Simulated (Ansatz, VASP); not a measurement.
**Ti2C: VASP beside Ansatz**

```
CELL_PARAMETERS angstrom
0.00000 4.41255 4.41255
4.41255 0.00000 4.41255
4.41255 4.41255 0.00000
ATOMIC_POSITIONS crystal
Ti 0.84773 0.38409 0.38409
Ti 0.38409 0.38409 0.38409
Ti 0.38409 0.38409 0.84773
Ti 0.86591 0.40227 0.86591
Ti 0.86591 0.86591 0.86591
Ti 0.40227 0.86591 0.86591
Ti 0.86591 0.86591 0.40227
Ti 0.38409 0.84773 0.38409
C 0.62500 0.62500 0.62500
C 0.12500 0.62500 0.62500
C 0.62500 0.62500 0.12500
C 0.62500 0.12500 0.62500
```

Alike in both runs: functional PBEsol; k mesh 8 × 8 × 8; occupations gaussian, width 0.1 eV; no spin polarisation.

Ansatz relaxed the structure, and its values are those at the end. VASP's run is a single point on that final structure, the one shown.

```csv
,VASP,Ansatz
version,VASP 6.6.1,Ansatz 0.2.0
potentials or method,"VASP PAW PBE potentials, release 64 (Ti_sv, C), cutoff 520 eV","scalar-relativistic, plane waves, PAW"
valence electrons in the cell,112,112
```

```csv
,VASP,Ansatz,Ansatz less VASP
gap on the k mesh at the Fermi level (eV),none,none,-
pressure (GPa),-11.4,-11.6,-0.17
rms of the force components (eV/Å),0.011,0.000,-0.0108
```

VASP's potentials were made for PBE, not for PBEsol. A gap of «none» marks a metal or a gap that the smearing closes. Ansatz's warnings: stress scf threshold loose.
